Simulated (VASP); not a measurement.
# Sr3Br2 (P-3m1) in VASP: a series of runs

The runs below take Sr3Br2 through single point, relaxation of cell and atoms, with PBE.

Everything below comes from runs of VASP 6.6.1. Logs are shortened: lines on timing, memory, paths and dates and some standing lists are left out, and cuts for length are marked.

## 1. The cell of the first run

It takes space group P-3m1 (No. 164, trigonal). The conventional cell has a = 4.462 Å, b = 4.462 Å, c = 14.552 Å, α = 90.00°, β = 90.00°, γ = 120.00°. Within 4.0 Å of Sr (site symmetry -3m) lie 6 Br at 3.06 Å. Within 5.4 Å of Sr (site symmetry 3m) lie 9 Sr at 4.13 to 4.46 Å and 3 Br at 4.76 Å. Br (site symmetry 3m) has 3 Sr at 3.06 Å within 4.0 Å.

## 2. Single point, PBE

INCAR

```
PREC = Accurate ; ENCUT = 520
EDIFF = 1E-7 ; ISMEAR = 0
SIGMA = 0.1 ; LREAL = F
LASPH = T ; NELM = 80
ALGO = Normal ; ISIF = 2
LWAVE = F ; LCHARG = F
GGA = PE ; NBANDS = 30
```

KPOINTS

```
Automatic mesh
0
Gamma
  6 6 2
```

POSCAR

```
Sr3Br2
1.0
    4.4620516693      0.0000000000      0.0000000000
   -2.2310258347      3.8642500986      0.0000000000
    0.0000000000      0.0000000000     14.5518821131
Sr Br
3 2
Direct
    0.0000000000      0.0000000000      0.0000000000
    0.3333333333      0.6666666667      0.6110258898
    0.6666666667      0.3333333333      0.3889741102
    0.3333333333      0.6666666667      0.1137416323
    0.6666666667      0.3333333333      0.8862583677
```

Potentials or basis: VASP PAW PBE potentials, release 64 (Sr_sv, Br).

Started as:

```console
$ cat potpaw_PBE.64/Sr_sv/POTCAR potpaw_PBE.64/Br/POTCAR > POTCAR
$ mpirun -np 1 vasp_std > vasp.out
```

OUTCAR:

```text
PREC = Accurate
   ENCUT = 520
   EDIFF = 1E-7
   ISMEAR = 0
   LREAL = F
   LASPH = T
   NELM = 80
   ISIF = 2
   GGA = PE

 ion  position               nearest neighbor table
   1  0.000  0.000  0.000-   4 3.06   5 3.06   5 3.06   4 3.06   5 3.06   4 3.06
   2  0.333  0.667  0.611-   3 4.13   3 4.13   3 4.13
   3  0.667  0.333  0.389-   2 4.13   2 4.13   2 4.13
   4  0.333  0.667  0.114-   1 3.06   1 3.06   1 3.06
   5  0.667  0.333  0.886-   1 3.06   1 3.06   1 3.06

  LATTYP: Found a hexagonal cell.
 ALAT       =     4.4620516693
 C/A-ratio  =     3.2612536097

  Lattice vectors:

 A1 = (   4.4620516693,   0.0000000000,   0.0000000000)
 A2 = (  -2.2310258347,   3.8642500986,   0.0000000000)
 A3 = (   0.0000000000,   0.0000000000,  14.5518821131)

Analysis of symmetry for initial positions (statically):
=====================================================================
 Subroutine PRICEL returns:
 Original cell was already a primitive cell.

 Routine SETGRP: Setting up the symmetry group for a
 hexagonal supercell.

 Subroutine GETGRP returns: Found 12 space group operations
 (whereof 12 operations were pure point group operations)
 out of a pool of 24 trial point group operations.

The static configuration has the point symmetry D_3d.

Analysis of symmetry for dynamics (positions and initial velocities):
=====================================================================
 Subroutine PRICEL returns:
 Original cell was already a primitive cell.

 Routine SETGRP: Setting up the symmetry group for a
 hexagonal supercell.

 Subroutine GETGRP returns: Found 12 space group operations
 (whereof 12 operations were pure point group operations)
 out of a pool of 24 trial point group operations.

The dynamic configuration has the point symmetry D_3d.

 Subroutine INISYM returns: Found 12 space group operations
 (whereof 12 operations are pure point group operations),
 and found     1 'primitive' translations

----------------------------------------------------------------------------------------

                                     Primitive cell

  volume of cell :     250.9106

  direct lattice vectors                    reciprocal lattice vectors
     4.462051669  0.000000000  0.000000000     0.224112152  0.129391211  0.000000000
    -2.231025835  3.864250099  0.000000000     0.000000000  0.258782422  0.000000000
     0.000000000  0.000000000 14.551882113     0.000000000  0.000000000  0.068719633

  length of vectors
     4.462051669  4.462051669 14.551882113     0.258782422  0.258782422  0.068719633

  position of ions in fractional coordinates (direct lattice)
     0.000000000  0.000000000  0.000000000
     0.333333333  0.666666667  0.611025890
     0.666666667  0.333333333  0.388974110
     0.333333333  0.666666667  0.113741632
     0.666666667  0.333333333  0.886258368

  ion indices of the primitive-cell ions
   primitive index   ion index
                 1           1
                 2           2
                 3           3
                 4           4
                 5           5

----------------------------------------------------------------------------------------

 KPOINTS: Automatic mesh

Automatic generation of k-mesh.
 Grid dimensions read from file:
 generate k-points for:    6    6    2

 Generating k-lattice:

  Cartesian coordinates                     Fractional coordinates (reciprocal lattice)
     0.037352025  0.021565202  0.000000000     0.166666667 -0.000000000  0.000000000
     0.000000000  0.043130404  0.000000000     0.000000000  0.166666667  0.000000000
     0.000000000  0.000000000  0.034359817     0.000000000  0.000000000  0.500000000

  Length of vectors
     0.043130404  0.043130404  0.034359817

  Shift w.r.t. Gamma in fractional coordinates (k-lattice)
     0.000000000  0.000000000  0.000000000

 Subroutine IBZKPT returns following result:
 ===========================================

 Found     14 irreducible k-points:

 Following reciprocal coordinates:
            Coordinates               Weight
  0.000000  0.000000  0.000000      1.000000
  0.166667 -0.000000  0.000000      6.000000
  0.333333  0.000000  0.000000      6.000000
  0.500000 -0.000000  0.000000      3.000000
  0.166667  0.166667  0.000000      6.000000
  0.333333  0.166667  0.000000     12.000000
  0.333333  0.333333  0.000000      2.000000
  0.000000  0.000000  0.500000      1.000000
  0.166667 -0.000000  0.500000      6.000000
  0.333333  0.000000  0.500000      6.000000
  0.500000 -0.000000  0.500000      3.000000
  0.166667  0.166667  0.500000      6.000000
  0.333333  0.166667  0.500000     12.000000
  0.333333  0.333333  0.500000      2.000000
   k-points           NKPTS =     14   k-points in BZ     NKDIM =     14   number of bands    NBANDS=     30
   number of dos      NEDOS =    301   number of ions     NIONS =      5
   total plane-waves  NPLWV = 139968
   dimension x,y,z NGX =    36 NGY =   36 NGZ =  108
   dimension x,y,z NGXF=    72 NGYF=   72 NGZF=  216
   ions per type =               3   2
   NGX,Y,Z   is equivalent  to a cutoff of  13.41, 13.41, 12.34 a.u.
   NGXF,Y,Z  is equivalent  to a cutoff of  26.83, 26.83, 24.68 a.u.
 SYSTEM =  unknown system
   PREC   = accura    normal or accurate (medium, high low for compatibility)
   ISTART =      0    job   : 0-new  1-cont  2-samecut
   ICHARG =      2    charge: 1-file 2-atom 10-const
   ISPIN  =      1    spin polarized calculation?
   LNONCOLLINEAR =      F non collinear calculations
   LSORBIT =      F    spin-orbit coupling
   LASPH  =      T    aspherical Exc in radial PAW
   ENCUT  =  520.0 eV  38.22 Ry    6.18 a.u.   8.30  8.30 27.06*2*pi/ulx,y,z
   NELM   =     80;   NELMIN=  2; NELMDL= -5     # of ELM steps
   EDIFF  = 0.1E-06   stopping-criterion for ELM
   LREAL  =      F    real-space projection
   EDIFFG = 0.1E-05   stopping-criterion for IOM
   NSW    =      0    number of steps for IOM
   IBRION =     -1    ionic relax: 0-MD 1-quasi-New 2-CG
   NFREE  =      0    steps in history (QN), initial steepest desc. (CG)
   ISIF   =      2    stress and relaxation
   ISYM   =      2    0-nonsym 1-usesym 2-fastsym
   POTIM  = 0.5000    time-step for ionic-motion
   TEBEG  =    0.0;   TEEND  =   0.0 temperature during run
   PSTRESS=    0.0 pullay stress
   NELECT =      44.0000    total number of electrons
   NUPDOWN=      -1.0000    fix difference up-down
   EMIN   =  10.00;   EMAX   =-10.00  energy-range for DOS
   EFERMI =   0.00;   METHOD = LEGACY
   ISMEAR =     0;   SIGMA  =   0.10  broadening in eV -4-tet -1-fermi 0-gaus
   EFERMI_NEDOS =   21; number of points for ismear=-14 and -15
   IALGO  =     38    algorithm
   IMIX   =      4    mixing-type and parameters
     AMIX     =   0.40;   BMIX     =  1.00
     AMIX_MAG =   1.60;   BMIX_MAG =  1.00
  volume/ion in A,a.u.               =      50.18       338.65
  Fermi-wavevector in a.u.,A,eV,Ry     =   0.916332  1.731616 11.424320  0.839664
  Thomas-Fermi vector in A             =   2.041175
   LORBIT       =      0    0 simple, 1 ext, 2 COOP (PROOUT), +10 PAW based schemes
   GGA     = PE    functional components
   LHFCALC =     F    Hartree Fock is set to
   AEXX    =    0.0000 exact exchange contribution
   IVDW    =     0    specifies the selected vdW correction
   LEPSILON=     F    determine dielectric tensor
   LRPA    =     F    only Hartree local field effects (RPA)
 non-spin polarized calculation
 Gauss-broadening in eV      SIGMA  =   0.10
  energy-cutoff  :      520.00
  volume of cell :      250.91
 maximum number of plane-waves:      6793
 NGX is ok and might be reduce to    36
   NGX = 17   NGY = 17   NGZ = 55

 number of electron      44.0000004 magnetization

 Free energy of the ion-electron system (eV)
  ---------------------------------------------------
  ext. energy  EPLUGINS =         0.00000000
  ---------------------------------------------------
  free energy    TOTEN  =       -13.92565444 eV

  energy without entropy =      -13.90871213  energy(sigma->0) =      -13.91718328

 E-fermi :   2.1889     XC(G=0):  -7.0190

 val. band max:        2.1608078849   @ k =   0.3333   0.3333   0.0000
 cond. band min:       2.1934119669   @ k =   0.0000   0.0000   0.5000
 fundamental gap:      0.0326040820
 Fermi energy:         2.1889499668

 k-point     1 :       0.0000    0.0000    0.0000
  band No.  band energies     occupation
      1     -35.6475      2.00000
      2     -34.7903      2.00000
      3     -34.7800      2.00000
      4     -17.8401      2.00000
      5     -17.6311      2.00000
      6     -17.6311      2.00000
[... 22 lines left out ...]
     29       4.2382      0.00000
     30       4.2383      0.00000

 k-point     2 :       0.1667   -0.0000    0.0000
  band No.  band energies     occupation
      1     -35.6458      2.00000
      2     -34.7885      2.00000
      3     -34.7794      2.00000
      4     -17.8087      2.00000
      5     -17.7075      2.00000
      6     -17.6394      2.00000
[... 22 lines left out ...]
     29       3.8955      0.00000
     30       4.1273      0.00000

 k-point     3 :       0.3333    0.0000    0.0000
  band No.  band energies     occupation
      1     -35.6423      2.00000
      2     -34.7845      2.00000
      3     -34.7786      2.00000
      4     -17.8588      2.00000
      5     -17.7271      2.00000
      6     -17.6559      2.00000
[... 22 lines left out ...]
     29       4.2617      0.00000
     30       4.4344      0.00000

 k-point     4 :       0.5000   -0.0000    0.0000
  band No.  band energies     occupation
      1     -35.6406      2.00000
      2     -34.7821      2.00000
      3     -34.7787      2.00000
      4     -17.9215      2.00000
      5     -17.6907      2.00000
      6     -17.6641      2.00000
[... 286 lines left out ...]
     29       4.1626      0.00000
     30       4.4430      0.00000

 k-point    13 :       0.3333    0.1667    0.5000
  band No.  band energies     occupation
      1     -35.6406      2.00000
      2     -34.7821      2.00000
      3     -34.7787      2.00000
      4     -17.8779      2.00000
      5     -17.7206      2.00000
      6     -17.6858      2.00000
[... 22 lines left out ...]
     29       4.0664      0.00000
     30       4.3816      0.00000

 k-point    14 :       0.3333    0.3333    0.5000
  band No.  band energies     occupation
      1     -35.6397      2.00000
      2     -34.7798      2.00000
      3     -34.7798      2.00000
      4     -17.8126      2.00000
      5     -17.8126      2.00000
      6     -17.6839      2.00000
[... 22 lines left out ...]
     29       3.8750      0.00000
     30       3.9417      0.00000

------------------------ aborting loop because EDIFF is reached ----------------------------------------

  FORCE on cell =-STRESS in cart. coord.  units (eV):
  Direction    XX          YY          ZZ          XY          YZ          ZX
  --------------------------------------------------------------------------------------
  -------------------------------------------------------------------------------------
  Total        0.0735320      0.0735320      0.0956416     -0.0000000      0.0000000      0.0000000
  in kB        0.4695349      0.4695349      0.6107146     -0.0000000      0.0000000      0.0000000
  external PRESSURE =       0.5165948 kB  Pullay stress =       0.0000000 kB

 VOLUME and BASIS-vectors are now :
 -----------------------------------------------------------------------------
  energy-cutoff  :      520.00
  volume of cell :      250.91
      direct lattice vectors                 reciprocal lattice vectors
     4.462051669  0.000000000  0.000000000     0.224112152  0.129391211  0.000000000
    -2.231025835  3.864250099  0.000000000     0.000000000  0.258782422  0.000000000
     0.000000000  0.000000000 14.551882113     0.000000000  0.000000000  0.068719633

 POSITION                                       TOTAL-FORCE (eV/Angst)
 -----------------------------------------------------------------------------------
      0.00000      0.00000      0.00000        -0.000000      0.000000      0.000000
     -0.00000      2.57617      8.89158         0.000000     -0.000000     -0.007959
      2.23103      1.28808      5.66031        -0.000000      0.000000      0.007959
     -0.00000      2.57617      1.65515         0.000000      0.000000      0.032981
      2.23103      1.28808     12.89673        -0.000000      0.000000     -0.032981
 -----------------------------------------------------------------------------------
    total drift:                                0.000000      0.000000     -0.000000

  FREE ENERGIE OF THE ION-ELECTRON SYSTEM (eV)
  ---------------------------------------------------
  free  energy   TOTEN  =       -13.9256544379 eV

  energy  without entropy=      -13.9087121312  energy(sigma->0) =      -13.91718328
```

Wall time 67 s (1 thread of AMD EPYC 9R45 (Zen 5), shared host); peak memory 0.37 GiB.

Results:

| Item | Value |
| --- | --- |
| Free energy | -13.9257 eV |
| Pressure | 0.1 GPa |
| Largest force | 0.033 eV/Å |
| Band gap on the k mesh | zero (bands 22 and 23 overlap by 0.23 eV) |

Forces on the atoms (eV/Å):
```
Sr   0.000  0.000  0.000
Sr   0.000  0.000 -0.008
Sr   0.000  0.000  0.008
Br   0.000  0.000  0.033
Br   0.000  0.000 -0.033
```

## 3. Single point, PBE

This run uses another cell than the first one, of 30.72 Å³/atom.

INCAR

```
PREC = Accurate ; ENCUT = 520
EDIFF = 1E-6 ; ISMEAR = 0
SIGMA = 0.1 ; LREAL = F
LASPH = T ; NELM = 100
ALGO = Normal ; ISIF = 2
LWAVE = F ; LCHARG = T
GGA = PE ; LELF = T
LVHAR = T ; NBANDS = 30
```

KPOINTS

```
Automatic mesh
0
Gamma
  6 6 4
```

POSCAR

```
Sr3Br2
1.0
    4.8485300388      0.0000000000      0.0000000000
   -2.4242650194      4.1989501846      0.0000000000
    0.0000000000      0.0000000000      7.5435251619
Sr Br
3 2
Direct
    0.0000000000      0.0000000000      0.0000000000
    0.3333333333      0.6666666667      0.6450000000
    0.6666666667      0.3333333333      0.3550000000
    0.3333333333      0.6666666667      0.2450000000
    0.6666666667      0.3333333333      0.7550000000
```

Potentials or basis: VASP PAW PBE potentials, release 64 (Sr_sv, Br).

Started as:

```console
$ cat potpaw_PBE.64/Sr_sv/POTCAR potpaw_PBE.64/Br/POTCAR > POTCAR
$ mpirun -np 1 vasp_std > vasp.out
```

OUTCAR:

```text
PREC = Accurate
   ENCUT = 520
   EDIFF = 1E-6
   ISMEAR = 0
   LREAL = F
   LASPH = T
   NELM = 100
   ISIF = 2
   GGA = PE

 ion  position               nearest neighbor table
   1  0.000  0.000  0.000-   4 3.35   5 3.35   4 3.35   5 3.35   5 3.35   4 3.35   2 3.87   3 3.87
                             2 3.87   3 3.87   2 3.87   3 3.87
   2  0.333  0.667  0.645-   5 2.92   5 2.92   5 2.92   4 3.02   3 3.55   3 3.55   3 3.55   1 3.87
                             1 3.87   1 3.87
[... 998 lines left out ...]
  -------------------------------------------------------------------------------------
  Total        5.8736762      5.8736762      8.8026027      0.0000000      0.0000000      0.0000000
  in kB       61.2767081     61.2767081     91.8325251      0.0000000      0.0000000      0.0000000
  external PRESSURE =      71.4619804 kB  Pullay stress =       0.0000000 kB

 VOLUME and BASIS-vectors are now :
 -----------------------------------------------------------------------------
  energy-cutoff  :      520.00
  volume of cell :      153.58
      direct lattice vectors                 reciprocal lattice vectors
     4.848530039  0.000000000  0.000000000     0.206248078  0.119077383  0.000000000
    -2.424265019  4.198950185  0.000000000     0.000000000  0.238154766  0.000000000
     0.000000000  0.000000000  7.543525162     0.000000000  0.000000000  0.132564017

 POSITION                                       TOTAL-FORCE (eV/Angst)
 -----------------------------------------------------------------------------------
      0.00000      0.00000      0.00000        -0.000000      0.000000      0.000000
     -0.00000      2.79930      4.86557        -0.000000      0.000000      0.073899
      2.42427      1.39965      2.67795         0.000000     -0.000000     -0.073899
     -0.00000      2.79930      1.84816        -0.000000      0.000000     -1.246514
      2.42427      1.39965      5.69536         0.000000     -0.000000      1.246514
 -----------------------------------------------------------------------------------
    total drift:                               -0.000000      0.000000      0.000000

  FREE ENERGIE OF THE ION-ELECTRON SYSTEM (eV)
  ---------------------------------------------------
  free  energy   TOTEN  =       -11.0844437957 eV

  energy  without entropy=      -11.0470155268  energy(sigma->0) =      -11.06572966
```

stdout:

```text
POSCAR found type information on POSCAR SrBr
 POSCAR found :  2 types and       5 ions
 scaLAPACK will be used
 LDA part: xc-table for (Slater+PW92), standard interpolation
 POSCAR, INCAR and KPOINTS ok, starting setup
 FFT: planning ... GRIDC
 FFT: planning ... GRID_SOFT
 FFT: planning ... GRID
 WAVECAR not read
 entering main loop
```

It took 56 s on 1 thread of AMD EPYC 9R45 (Zen 5), shared host; peak memory 0.27 GiB.

What came out:

| Item | Value |
| --- | --- |
| Free energy | -11.0844 eV |
| Pressure | 7.1 GPa |
| Largest force | 1.247 eV/Å |
| Band gap on the k mesh | zero (bands 22 and 23 overlap by 0.52 eV) |

Forces in eV/Å, atoms in the order of the input:
```
Sr   0.000  0.000  0.000
Sr   0.000  0.000  0.074
Sr   0.000  0.000 -0.074
Br   0.000  0.000 -1.247
Br   0.000  0.000  1.247
```

Caveat: the cell stands under pressure; forces of over 1 eV/Å act on the atoms, so gaps and moduli don't describe the material at rest.

(Part 1 of 2 ends here.)
